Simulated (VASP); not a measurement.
Wanted: the native input for a VASP 6.6.1 run.

```
Task                   : single point
Functional             : revPBE
Potentials or basis    : VASP PAW PBE potentials, release 64 (Sb)
Cutoff                 : 520 eV
k mesh                 : 4 × 4 × 4
Occupations            : fermi-dirac, width 0.05 eV
Spin                   : no spin polarisation
Dipole correction      : no
Further INCAR settings : ALGO = Normal; EDIFF = 1e-06; NBANDS = 12
```

The structure of Sb lies in POSCAR:

```
Sb
1.0
    2.1542000000      1.2437279499      3.7580000000
   -2.1542000000      1.2437279499      3.7580000000
    0.0000000000     -2.4874558998      3.7580000000
Sb
2
Direct
    0.7665100000      0.7665100000      0.7665100000
    0.2334900000      0.2334900000      0.2334900000
```

One way to write it, as run:

INCAR

```
PREC = Accurate
ENCUT = 520
EDIFF = 1E-6
ISMEAR = -1
SIGMA = 0.05
LREAL = False
LASPH = True
NELM = 60
ALGO = Normal
ISIF = 2
LWAVE = False
LCHARG = True
GGA = RE
LELF = True
LVHAR = True
NBANDS = 12
```

KPOINTS

```
Automatic mesh
0
Gamma
  4 4 4
```

Potentials or basis: VASP PAW PBE potentials, release 64 (Sb).

Launch:

```bash
$ cat potpaw_PBE.64/Sb/POTCAR > POTCAR
$ mpirun -np 1 vasp_std > vasp.out
```

It gave:

The pressure is 3.7 GPa and the largest force is 0.016 eV/Å. The band gap on the k mesh is 0.12 eV, direct.

Caveat: the k points lie up to 0.44 Å⁻¹ apart; the PAW data sets were made with another functional, which shifts forces and pressure a little; spin-orbit coupling is left out, which moves the levels of the heavy elements.

Run time: 21 s on 1 thread of AMD EPYC 7R43 64-Core Processor (Zen 3) (shared host), peak memory 0.15 GiB.
